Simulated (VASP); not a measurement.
The system is Te2Pt.

```xyz
3
Lattice="3.8912 0.0000 0.0000 -1.9456 3.3699 0.0000 0.0000 0.0000 4.8873" Properties=species:S:1:pos:R:3 pbc="T T T"
Te    0.0000    2.2466    1.3463
Te    1.9456    1.1233    3.5410
Pt    0.0000    0.0000    0.0000
```

This cell differs from its parent crystal: equal strain along all axes, cell held: -4.0 %.

| Item | Value |
| --- | --- |
| Program | VASP 6.6.1 |
| Task | relaxation of the atoms |
| Functional | PBE |
| Dispersion | D3(BJ) |
| Potentials or basis | VASP PAW PBE potentials, release 64 (Te, Pt) |
| Cutoff | 450 eV |
| k mesh | 12 × 12 × 8 |
| Occupations | gaussian, width 0.1 eV |
| Spin | no spin polarisation |

At the start: pressure 15.0 GPa; volume 21.36 Å³/atom.

Question: How do energy, volume and symmetry change on relaxing?

Answer: Over 3 steps the energy falls by 7.0 meV/atom; space group P-3m1 (No. 164, to 0.1 Å) before and after.

Step by step:
| step | energy change (eV) | largest force (eV/Å) | pressure (GPa) |
| --- | --- | --- | --- |
| 1 | 0.0000 | 0.5919 | 15.04 |
| 2 | -0.0202 | 0.1189 | 13.64 |
| 3 | -0.0211 | 0.0024 | 13.32 |

Final structure:
```yaml
crystal:
  lattice:
    - [3.89121, 0.00000, 0.00000]
    - [-1.94560, 3.36988, 0.00000]
    - [0.00000, 0.00000, 4.88732]
  atoms:
    - { symbol: Te, position: [0.33333, 0.66667, 0.28282] }
    - { symbol: Te, position: [0.66667, 0.33333, 0.71718] }
    - { symbol: Pt, position: [0.00000, 0.00000, 0.00000] }
```

Caveat: the cell differs from its parent crystal (equal strain along all axes, cell held: -4.0 %).
